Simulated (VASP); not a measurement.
Wanted: the native input for a VASP 6.6.1 run.

* Task: single point
* Functional: PBE
* Potentials or basis: VASP PAW PBE potentials, release 64 (Tm, O)
* Cutoff: 520 eV
* k mesh: 6 × 6 × 4
* Occupations: gaussian, width 0.1 eV
* Spin: no spin polarisation
* Dipole correction: no
* Further INCAR settings: ALGO = Normal; EDIFF = 1e-06; NBANDS = 22

The structure of TmO lies in POSCAR:

```
TmO
1.0
    2.7931136100      0.0000000000      0.0000000000
   -1.3965568000      2.4189073400      0.0000000000
    0.0000000000      0.0000000000      4.4209217000
Tm O
1 1
Direct
    0.0000000000      0.0000000000      0.0000000000
    0.3333333300      0.6666666700      0.5000000000
```

These files were run (other wordings do the same):

INCAR

```
SYSTEM = TmO
PREC = Accurate
ENCUT = 520
EDIFF = 1E-6
ISMEAR = 0
SIGMA = 0.1
LREAL = .FALSE.
LASPH = .TRUE.
NELM = 100
ALGO = Normal
ISIF = 2
LWAVE = .FALSE.
LCHARG = .FALSE.
GGA = PE
NBANDS = 22
```

KPOINTS

```
Automatic mesh
0
G
  6 6 4
  0 0 0
```

Potentials or basis: VASP PAW PBE potentials, release 64 (Tm, O).

Run with:

```sh
$ cat potpaw_PBE.64/Tm/POTCAR potpaw_PBE.64/O/POTCAR > POTCAR
$ mpirun -np 1 vasp_std > vasp.out
```

Results of the run:

- Pressure: -5.3 GPa

Caveat: the k points lie up to 0.43 Å⁻¹ apart; an odd number of electrons without spin polarisation forces a metal; a magnetic or distorted state may lie lower; the run has no spin polarisation, though such a crystal can be magnetic.

It took 76 s on 1 thread of Intel Xeon 8259CL, with other jobs on the host, peak memory 0.17 GiB.
